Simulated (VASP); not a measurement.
# Si (a cell with a defect) in VASP: further runs

Runs on Si (a cell with a defect). Level: LDA. Tasks: single point.

All numbers are computed with VASP 6.6.1; they aren't measurements. Logs are shortened: lines on timing, memory, paths and dates and some standing lists are left out, and cuts for length are marked.

### Step 1. The cell of the first run

The cell holds a defect, 17 atoms: a = 7.679 Å, b = 7.679 Å, c = 7.679 Å, α = 60.00°, β = 60.00°, γ = 60.00°.

### Step 2. Single point, LDA

File INCAR:

```
PREC = Accurate ; ENCUT = 520
EDIFF = 1E-6 ; ISMEAR = 0
SIGMA = 0.02 ; LREAL = Auto
LASPH = T ; NELM = 80
ALGO = Normal ; ISIF = 2
LWAVE = F ; LCHARG = F
GGA = CA ; NBANDS = 48
```

File KPOINTS:

```
regular mesh
0
Gamma
  2 2 2
```

File POSCAR:

```
Si
1.0
    0.0000000000      5.4300000000      5.4300000000
    5.4300000000      0.0000000000      5.4300000000
    5.4300000000      5.4300000000      0.0000000000
Si
17
Direct
   -0.0009600368     -0.0013896869      0.0011946593
    0.1224992634      0.1224152855      0.1232646409
   -0.0035081952     -0.0035212707      0.5036139042
    0.1225441068      0.1224660221      0.6318518416
   -0.0034109576      0.5024076427     -0.0029089319
    0.1229000921      0.6292809392      0.1240041436
   -0.0034288214      0.5024113260      0.5041094843
    0.1261169429      0.6242316759      0.6249180479
    0.5025211786     -0.0034523020     -0.0029237569
    0.6297143646      0.1227068140      0.1238797422
    0.5025194291     -0.0034634438      0.5040476059
    0.6242523020      0.1261406998      0.6248939227
    0.5028023020      0.5026280847     -0.0026383978
    0.6243709024      0.6243125230      0.1262289134
    0.4999584715      0.4999733886      0.5000940147
    0.6243515654      0.6243005525      0.6252408840
    0.2490204420      0.2485843462      1.2512117864
```

Potentials or basis: VASP PAW LDA potentials, release 64 (Si).

Started as:

```bash
> cat potpaw_LDA.64/Si/POTCAR > POTCAR
> mpirun -np 1 vasp_std > vasp.out
```

OUTCAR:

```text
PREC = Accurate
   ENCUT = 520
   EDIFF = 1E-6
   ISMEAR = 0
   LREAL = Auto
   LASPH = T
   NELM = 80
   ISIF = 2
   GGA = CA

 ion  position               nearest neighbor table
   1  0.999  0.999  0.001-  10 2.32   6 2.32   2 2.32   4 2.32
   2  0.122  0.122  0.123-   1 2.32   5 2.38   9 2.38   3 2.38  17 2.39
   3  0.996  0.996  0.504-  12 2.33   8 2.33   4 2.38   2 2.38  17 2.74
   4  0.123  0.122  0.632-   1 2.32   7 2.38  11 2.38   3 2.38  17 2.39
   5  0.997  0.502  0.997-   8 2.33  14 2.33   2 2.38   6 2.38  17 2.75
   6  0.123  0.629  0.124-   1 2.32  13 2.38   5 2.38   7 2.38  17 2.39
   7  0.997  0.502  0.504-   8 2.33  16 2.33   4 2.38   6 2.38  17 2.75
   8  0.126  0.624  0.625-   5 2.33   7 2.33   3 2.33  15 2.34
   9  0.503  0.997  0.997-  12 2.33  14 2.33   2 2.38  10 2.38  17 2.75
  10  0.630  0.123  0.124-   1 2.32  13 2.38   9 2.38  11 2.38  17 2.39
  11  0.503  0.997  0.504-  12 2.33  16 2.33   4 2.38  10 2.38  17 2.75
  12  0.624  0.126  0.625-   9 2.33  11 2.33   3 2.33  15 2.34
  13  0.503  0.503  0.997-  14 2.33  16 2.33   6 2.38  10 2.38  17 2.76
  14  0.624  0.624  0.126-  13 2.33   5 2.33   9 2.33  15 2.34
  15  0.500  0.500  0.500-  12 2.34   8 2.34  14 2.34  16 2.34
  16  0.624  0.624  0.625-  13 2.33   7 2.33  11 2.33  15 2.34
  17  0.249  0.249  0.251-   2 2.39   4 2.39  10 2.39   6 2.39   3 2.74   9 2.75  11 2.75   5 2.75
                             7 2.75  13 2.76

  LATTYP: Found a face centered cubic cell.
 ALAT       =    10.8600000000

  Lattice vectors:

 A1 = (   0.0000000000,   5.4300000000,   5.4300000000)
 A2 = (   5.4300000000,   0.0000000000,   5.4300000000)
 A3 = (   5.4300000000,   5.4300000000,   0.0000000000)

Analysis of symmetry for initial positions (statically):
=====================================================================
 Subroutine PRICEL returns:
 Original cell was already a primitive cell.

 Routine SETGRP: Setting up the symmetry group for a
 face centered cubic supercell.

 Subroutine GETGRP returns: Found  1 space group operations
 (whereof  1 operations were pure point group operations)
 out of a pool of 48 trial point group operations.

The static configuration has the point symmetry C_1 .

Analysis of symmetry for dynamics (positions and initial velocities):
=====================================================================
 Subroutine PRICEL returns:
 Original cell was already a primitive cell.

 Routine SETGRP: Setting up the symmetry group for a
 face centered cubic supercell.

 Subroutine GETGRP returns: Found  1 space group operations
 (whereof  1 operations were pure point group operations)
 out of a pool of 48 trial point group operations.

The dynamic configuration has the point symmetry C_1 .

 Subroutine INISYM returns: Found  1 space group operations
 (whereof  1 operations are pure point group operations),
 and found     1 'primitive' translations

----------------------------------------------------------------------------------------

                                     Primitive cell

  volume of cell :     320.2060

  direct lattice vectors                    reciprocal lattice vectors
     0.000000000  5.430000000  5.430000000    -0.092081031  0.092081031  0.092081031
     5.430000000  0.000000000  5.430000000     0.092081031 -0.092081031  0.092081031
     5.430000000  5.430000000  0.000000000     0.092081031  0.092081031 -0.092081031

  length of vectors
     7.679179644  7.679179644  7.679179644     0.159489025  0.159489025  0.159489025

  position of ions in fractional coordinates (direct lattice)
     0.999039963  0.998610313  0.001194659
     0.122499263  0.122415285  0.123264641
     0.996491805  0.996478729  0.503613904
     0.122544107  0.122466022  0.631851842
     0.996589042  0.502407643  0.997091068
     0.122900092  0.629280939  0.124004144
[... 9 lines left out ...]
     0.624351565  0.624300553  0.625240884
     0.249020442  0.248584346  0.251211786

  ion indices of the primitive-cell ions
   primitive index   ion index
                 1           1
                 2           2
                 3           3
                 4           4
                 5           5
                 6           6
[... 9 lines left out ...]
                16          16
                17          17

----------------------------------------------------------------------------------------

 KPOINTS: regular mesh

Automatic generation of k-mesh.
 Grid dimensions read from file:
 generate k-points for:    2    2    2

 Generating k-lattice:

  Cartesian coordinates                     Fractional coordinates (reciprocal lattice)
    -0.046040516  0.046040516  0.046040516     0.500000000  0.000000000  0.000000000
     0.046040516 -0.046040516  0.046040516     0.000000000  0.500000000  0.000000000
     0.046040516  0.046040516 -0.046040516     0.000000000  0.000000000  0.500000000

  Length of vectors
     0.079744512  0.079744512  0.079744512

  Shift w.r.t. Gamma in fractional coordinates (k-lattice)
     0.000000000  0.000000000  0.000000000

 Subroutine IBZKPT returns following result:
 ===========================================

 Found      8 irreducible k-points:

 Following reciprocal coordinates:
            Coordinates               Weight
  0.000000  0.000000  0.000000      1.000000
  0.500000  0.000000  0.000000      1.000000
  0.000000  0.500000  0.000000      1.000000
  0.000000  0.000000  0.500000      1.000000
  0.500000  0.500000  0.500000      1.000000
  0.500000  0.500000  0.000000      1.000000
  0.000000  0.500000  0.500000      1.000000
  0.500000  0.000000  0.500000      1.000000
   k-points           NKPTS =      8   k-points in BZ     NKDIM =      8   number of bands    NBANDS=     48
   number of dos      NEDOS =    301   number of ions     NIONS =     17
   total plane-waves  NPLWV = 216000
   dimension x,y,z NGX =    60 NGY =   60 NGZ =   60
   dimension x,y,z NGXF=   120 NGYF=  120 NGZF=  120
   ions per type =              17
   NGX,Y,Z   is equivalent  to a cutoff of  12.99, 12.99, 12.99 a.u.
   NGXF,Y,Z  is equivalent  to a cutoff of  25.98, 25.98, 25.98 a.u.
 SYSTEM =  unknown system
   PREC   = accura    normal or accurate (medium, high low for compatibility)
   ISTART =      0    job   : 0-new  1-cont  2-samecut
   ICHARG =      2    charge: 1-file 2-atom 10-const
   ISPIN  =      1    spin polarized calculation?
   LNONCOLLINEAR =      F non collinear calculations
   LSORBIT =      F    spin-orbit coupling
   LASPH  =      T    aspherical Exc in radial PAW
   ENCUT  =  520.0 eV  38.22 Ry    6.18 a.u.  14.28 14.28 14.28*2*pi/ulx,y,z
   NELM   =     80;   NELMIN=  2; NELMDL= -5     # of ELM steps
   EDIFF  = 0.1E-05   stopping-criterion for ELM
   LREAL  =      T    real-space projection
   EDIFFG = 0.1E-04   stopping-criterion for IOM
   NSW    =      0    number of steps for IOM
   IBRION =     -1    ionic relax: 0-MD 1-quasi-New 2-CG
   NFREE  =      0    steps in history (QN), initial steepest desc. (CG)
   ISIF   =      2    stress and relaxation
   ISYM   =      2    0-nonsym 1-usesym 2-fastsym
   POTIM  = 0.5000    time-step for ionic-motion
   TEBEG  =    0.0;   TEEND  =   0.0 temperature during run
   PSTRESS=    0.0 pullay stress
   NELECT =      68.0000    total number of electrons
   NUPDOWN=      -1.0000    fix difference up-down
   EMIN   =  10.00;   EMAX   =-10.00  energy-range for DOS
   EFERMI =   0.00;   METHOD = LEGACY
   ISMEAR =     0;   SIGMA  =   0.02  broadening in eV -4-tet -1-fermi 0-gaus
   EFERMI_NEDOS =   21; number of points for ismear=-14 and -15
   IALGO  =     38    algorithm
   IMIX   =      4    mixing-type and parameters
     AMIX     =   0.40;   BMIX     =  1.00
     AMIX_MAG =   1.60;   BMIX_MAG =  1.00
  volume/ion in A,a.u.               =      18.84       127.11
  Fermi-wavevector in a.u.,A,eV,Ry     =   0.976715  1.845724 12.979587  0.953973
  Thomas-Fermi vector in A             =   2.107356
   LORBIT       =      0    0 simple, 1 ext, 2 COOP (PROOUT), +10 PAW based schemes
   GGA     = CA    functional components
   LHFCALC =     F    Hartree Fock is set to
   AEXX    =    0.0000 exact exchange contribution
   IVDW    =     0    specifies the selected vdW correction
   LEPSILON=     F    determine dielectric tensor
   LRPA    =     F    only Hartree local field effects (RPA)
 non-spin polarized calculation
 Gauss-broadening in eV      SIGMA  =   0.02
  energy-cutoff  :      520.00
  volume of cell :      320.21
 maximum number of plane-waves:      8646
 NGX is ok and might be reduce to    60
   NGX = 29   NGY = 29   NGZ = 29

 number of electron      68.0000001 magnetization

 Free energy of the ion-electron system (eV)
  ---------------------------------------------------
  ext. energy  EPLUGINS =         0.00000000
  ---------------------------------------------------
  free energy    TOTEN  =       -97.55182918 eV

  energy without entropy =      -97.54796788  energy(sigma->0) =      -97.54989853

 E-fermi :   6.8013     XC(G=0):  -9.8489

 val. band max:        6.5750224787   @ k =   0.0000   0.0000   0.0000
 cond. band min:       6.8072658857   @ k =   0.0000   0.5000   0.5000
 fundamental gap:      0.2322434070
 Fermi energy:         6.8013426161

 k-point     1 :       0.0000    0.0000    0.0000
  band No.  band energies     occupation
      1      -6.3613      2.00000
      2      -3.8185      2.00000
      3      -3.6730      2.00000
      4      -3.6707      2.00000
      5      -3.6681      2.00000
      6      -2.8366      2.00000
[... 38 lines left out ...]
     45       8.0103      0.00000
     46       8.9645      0.00000

 k-point     2 :       0.5000    0.0000    0.0000
  band No.  band energies     occupation
      1      -5.9613      2.00000
      2      -4.9975      2.00000
      3      -3.6102      2.00000
      4      -3.4747      2.00000
      5      -3.4691      2.00000
      6      -2.9919      2.00000
[... 286 lines left out ...]
 k-point     8 :       0.5000    0.0000    0.5000
  band No.  band energies     occupation
      1      -5.8286      2.00000
      2      -4.7631      2.00000
      3      -4.0396      2.00000
      4      -3.9234      2.00000
      5      -3.9231      2.00000
      6      -3.6630      2.00000
[... 38 lines left out ...]
     45      10.0188      0.00000
     46      10.0196      0.00000
 [bands above 46 left out]

------------------------ aborting loop because EDIFF is reached ----------------------------------------

  FORCE on cell =-STRESS in cart. coord.  units (eV):
  Direction    XX          YY          ZZ          XY          YZ          ZX
  --------------------------------------------------------------------------------------
  -------------------------------------------------------------------------------------
  Total        3.5037494      3.5040916      3.5217657     -0.0213873      0.0039990      0.0009684
  in kB       17.5313003     17.5330125     17.6214465     -0.1070130      0.0200093      0.0048452
  external PRESSURE =      17.5619198 kB  Pullay stress =       0.0000000 kB

 VOLUME and BASIS-vectors are now :
 -----------------------------------------------------------------------------
  energy-cutoff  :      520.00
  volume of cell :      320.21
      direct lattice vectors                 reciprocal lattice vectors
     0.000000000  5.430000000  5.430000000    -0.092081031  0.092081031  0.092081031
     5.430000000  0.000000000  5.430000000     0.092081031 -0.092081031  0.092081031
     5.430000000  5.430000000  0.000000000     0.092081031  0.092081031 -0.092081031

 POSITION                                       TOTAL-FORCE (eV/Angst)
 -----------------------------------------------------------------------------------
      5.42894      5.43127     10.84724         0.000512     -0.000527      0.000346
      1.33404      1.33450      1.32989         0.001089      0.001129     -0.007521
      8.14550      8.14557     10.82183        -0.002290     -0.001476      0.010545
      4.09595      4.09637      1.33040         0.001335      0.001603     -0.009076
      8.14228     10.82568      8.13955         0.007461      0.019676      0.003147
      4.09034      1.34069      4.08434         0.011296     -0.010129      0.006016
[... 9 lines left out ...]
      6.78501      6.78529      6.78018        -0.014692     -0.015524     -0.006404
      2.71389      2.71626      2.70199        -0.000046     -0.000518      0.003419
 -----------------------------------------------------------------------------------
    total drift:                                0.000573     -0.001301      0.004350

  FREE ENERGIE OF THE ION-ELECTRON SYSTEM (eV)
  ---------------------------------------------------
  free  energy   TOTEN  =       -97.5518291752 eV

  energy  without entropy=      -97.5479678845  energy(sigma->0) =      -97.54989853
```

It took 4.9 min on 1 thread of AMD EPYC 7R43 (Zen 3), shared host; peak memory 0.34 GiB.

Results:

```yaml
Free_energy: -97.5518 eV
Pressure: 1.8 GPa
Largest_force: 0.029 eV/Å
Band_gap_on_the_k_mesh: zero (band 34 reaches 6.81 eV, above the bottom of band 35 at 6.57 eV)
```

Forces in eV/Å, atoms in the order of the input:
```
Si   0.001 -0.001  0.000
Si   0.001  0.001 -0.008
Si  -0.002 -0.001  0.011
Si   0.001  0.002 -0.009
Si   0.007  0.020  0.003
Si   0.011 -0.010  0.006
Si  -0.019 -0.009  0.004
Si  -0.009  0.008  0.012
Si   0.018  0.009  0.003
Si  -0.008  0.008  0.003
Si  -0.010 -0.017  0.005
Si   0.008 -0.009  0.011
Si   0.000  0.001 -0.029
Si   0.015  0.014 -0.007
Si   0.000  0.000 -0.003
Si  -0.015 -0.016 -0.006
Si   0.000 -0.001  0.003
```

Levels at points of the mesh, in eV from the Fermi level:
```
           k point  band 32  band 33  band 34  band 35  band 36  band 37
(0.00, 0.00, 0.00)    -0.77    -0.77    -0.24    -0.23    -0.23     0.05
(0.50, 0.00, 0.00)    -1.37    -1.37    -0.35     0.52     0.53     0.87
(0.00, 0.50, 0.00)    -1.37    -1.37    -0.36     0.52     0.53     0.87
(0.00, 0.00, 0.50)    -1.37    -1.37    -0.35     0.53     0.53     0.87
(0.50, 0.50, 0.50)    -1.37    -1.37    -0.35     0.53     0.53     0.87
(0.50, 0.50, 0.00)    -1.82    -0.98     0.01     0.71     1.02     1.02
(0.00, 0.50, 0.50)    -1.82    -0.98     0.01     0.71     1.02     1.02
(0.50, 0.00, 0.50)    -1.82    -0.98     0.01     0.71     1.02     1.02
```

Caveat: the k points lie up to 0.50 Å⁻¹ apart.

### Step 3. Single point, LDA

File INCAR:

```
SYSTEM = Si
ALGO = Normal ; EDIFF = 1E-6
ENCUT = 520 ; GGA = CA
ISIF = 2 ; ISMEAR = 0
LASPH = .TRUE. ; LCHARG = .FALSE.
LREAL = Auto ; LWAVE = .FALSE.
NBANDS = 48 ; NELM = 100
PREC = Accurate ; SIGMA = 0.02
```

File KPOINTS:

```
k-points
0
G
  2 2 2
  0 0 0
```

File POSCAR:

```
Si
1.0
    0.0000000000      5.4300000000      5.4300000000
    5.4300000000      0.0000000000      5.4300000000
    5.4300000000      5.4300000000      0.0000000000
Si
17
Direct
    0.0005605893      0.0009683241     -0.0012928177
    0.1220156538      0.1222976059      0.1280550645
    0.0004961326      0.0007233886      0.5003786372
    0.1251235727      0.1252278085      0.6250276243
   -0.0056225599      0.5021686004      0.0020236648
    0.1219249540      0.6284582873      0.1282420810
    0.0009054328      0.4988133517      0.5005783610
    0.1222056169      0.6282002762      0.6220512891
    0.5018370166     -0.0050786372      0.0018110497
    0.6281450276      0.1223367403      0.1280437385
    0.4987690608      0.0011268877      0.5003935543
    0.6280943831      0.1223899632      0.6219503683
    0.5020401473      0.5024125230      0.0017493554
    0.6250563536      0.6255955801      0.1248418048
    0.5021953039      0.5023188766      0.4941623389
    0.6285217311      0.6286349908      0.6216147330
    0.3751632597      0.3757255064      0.8749105893
```

Potentials or basis: VASP PAW LDA potentials, release 64 (Si).

Started as:

```bash
> cat potpaw_LDA.64/Si/POTCAR > POTCAR
> mpirun -np 1 vasp_std > vasp.out
```

Run time: 5.3 min. Hardware: 1 thread of AMD EPYC 7R43 (Zen 3), shared host; peak memory 0.34 GiB.

Results (log left out):

| Quantity | Value |
| --- | --- |
| Free energy | -97.5521 eV |
| Pressure | 1.8 GPa |
| Largest force | 0.019 eV/Å |
| Band gap on the k mesh | zero (band 34 reaches 6.81 eV, above the bottom of band 35 at 6.57 eV) |

Forces on the atoms (eV/Å):
```
Si  -0.014 -0.006 -0.013
Si   0.008  0.004  0.008
Si   0.004  0.011  0.000
Si  -0.003 -0.001 -0.004
Si   0.007 -0.003  0.000
Si  -0.007 -0.002  0.009
Si  -0.003 -0.011 -0.008
Si   0.010  0.002  0.012
Si  -0.006  0.008 -0.005
Si   0.003 -0.005  0.007
Si  -0.012 -0.003 -0.014
Si   0.005  0.005  0.011
Si   0.007  0.007  0.008
Si  -0.002  0.002 -0.003
Si  -0.001 -0.002  0.007
Si   0.006 -0.001 -0.011
Si  -0.005 -0.005 -0.005
```

Levels at points of the mesh, in eV from the Fermi level:
| k point | band 32 | band 33 | band 34 | band 35 | band 36 | band 37 |
| --- | --- | --- | --- | --- | --- | --- |
| (0.00, 0.00, 0.00) | -0.77 | -0.77 | -0.24 | -0.23 | -0.23 | 0.05 |
| (0.50, 0.00, 0.00) | -1.37 | -1.37 | -0.35 | 0.53 | 0.53 | 0.87 |
| (0.00, 0.50, 0.00) | -1.37 | -1.37 | -0.35 | 0.53 | 0.53 | 0.87 |
| (0.00, 0.00, 0.50) | -1.37 | -1.37 | -0.35 | 0.53 | 0.53 | 0.87 |
| (0.50, 0.50, 0.50) | -1.37 | -1.37 | -0.35 | 0.53 | 0.53 | 0.87 |
| (0.50, 0.50, 0.00) | -1.82 | -0.98 | 0.01 | 0.71 | 1.02 | 1.02 |
| (0.00, 0.50, 0.50) | -1.82 | -0.98 | 0.01 | 0.71 | 1.02 | 1.02 |
| (0.50, 0.00, 0.50) | -1.82 | -0.98 | 0.01 | 0.71 | 1.02 | 1.02 |

Caveat: the k points lie up to 0.50 Å⁻¹ apart.
